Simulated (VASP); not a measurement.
Set up this calculation in VASP 6.6.1, as the native input.

```
Task                   : relaxation of cell and atoms
Functional             : PBE
Dispersion             : D3(BJ)
Potentials or basis    : VASP PAW PBE potentials, release 64 (C)
Cutoff                 : 600 eV
k mesh                 : 12 × 12 × 12
Occupations            : methfessel-paxton, width 0.02 eV
Spin                   : no spin polarisation
Dipole correction      : no
Further INCAR settings : ALGO = Normal; EDIFF = 1e-07; IBRION = 2; EDIFFG = -0.005; NSW = 70; ISIF = 3
```

The structure of C lies in POSCAR:

```
C
1.0
    0.0000000000      1.7857368633      1.7857368633
    1.7857368633      0.0000000000      1.7857368633
    1.7857368633      1.7857368633      0.0000000000
C
2
Direct
    0.0000000000      0.0000000000      0.0000000000
    0.2500000000      0.2500000000      0.2500000000
```

One way to write it, as run:

INCAR

```
SYSTEM = C
  PREC = Accurate
  ENCUT = 600
  EDIFF = 1E-7
  ISMEAR = 1
  SIGMA = 0.02
  LREAL = .FALSE.
  LASPH = .TRUE.
  NELM = 120
  ALGO = Normal
  ISIF = 3
  LWAVE = .FALSE.
  LCHARG = .FALSE.
  GGA = PE
  IVDW = 12
  IBRION = 2
  NSW = 70
  EDIFFG = -0.005
  GGA_COMPAT = .FALSE.
  NELMIN = 4
```

KPOINTS

```
Automatic mesh
0
G
  12 12 12
  0 0 0
```

Potentials or basis: VASP PAW PBE potentials, release 64 (C).

Launch:

```bash
$ cat potpaw_PBE.64/C/POTCAR > POTCAR
$ mpirun -np 1 vasp_std > vasp.out
```

Results of the run:

```yaml
Relaxed_volume: 5.62 Å³/atom
Relaxed_cell: a = 2.515 Å, b = 2.515 Å, c = 2.515 Å, α = 60.00°, β = 60.00°, γ = 60.00°
Space_group_after_relaxing_to_0.05_Å: Fd-3m (No. 227)
Energy_gained_by_relaxing: 1.2 meV/atom
Ionic_steps: 3
Pressure_after_relaxing: 0.0 GPa
Band_gap_on_the_k_mesh: 4.17 eV, indirect (least direct gap 5.61 eV)
Dispersion_energy_per_atom: -0.193 eV
```

Wall time 8.9 s on 1 thread of Intel(R) Xeon(R) Platinum 8488C (Sapphire Rapids), with other jobs on the host, peak memory 0.13 GiB.
